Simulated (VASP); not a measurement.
The system is Sr2Be.

```
CELL_PARAMETERS angstrom
0.00000 4.18677 4.18677
4.18677 0.00000 4.18677
4.18677 4.18677 0.00000
ATOMIC_POSITIONS crystal
Sr 0.62500 0.62500 0.62500
Sr 0.12500 0.62500 0.62500
Sr 0.62500 0.62500 0.12500
Sr 0.62500 0.12500 0.62500
Be 0.00000 0.00000 0.00000
Be 0.25000 0.25000 0.25000
```

| Property | Result |
| --- | --- |
| Program | VASP 6.6.1 |
| Task | relaxation of cell and atoms |
| Functional | PBE |
| Potentials or basis | VASP PAW PBE potentials, release 64 (Sr_sv, Be) |
| Cutoff | 600 eV |
| k mesh | 4 × 4 × 4 |
| Occupations | gaussian, width 0.1 eV |
| Spin | no spin polarisation |

At the start: pressure 12.0 GPa; volume 24.46 Å³/atom.

Problem. How do energy, volume and symmetry change on relaxing?

Solution. Over 6 steps the energy falls by 400.0 meV/atom and the volume is 40.24 Å³/atom (+64.5 %); space group Fd-3m (No. 227, to 0.1 Å) before and after.

The path:
```tsv
step	energy change (eV)	largest force (eV/Å)	pressure (GPa)	volume (Å³)
1	0.0000	0.0000	12.00	146.78
2	-1.8897	0.0000	3.66	189.26
3	-2.3261	0.0000	1.09	220.69
4	-2.1905	0.0000	-1.10	293.61
5	-2.3992	0.0000	-0.38	250.04
6	-2.4002	0.0000	0.12	241.46
```

Final structure:
```
Sr Be
1.0
     0.00000    4.94243    4.94243
     4.94243    0.00000    4.94243
     4.94243    4.94243    0.00000
Sr Be
4 2
Cartesian
  6.1780 6.1780 6.1780
  6.1780 3.7068 3.7068
  3.7068 3.7068 6.1780
  3.7068 6.1780 3.7068
  0.0000 0.0000 0.0000
  2.4712 2.4712 2.4712
```

Caveat: the volume moved by over 15 % at a fixed basis, so the end points are rough.
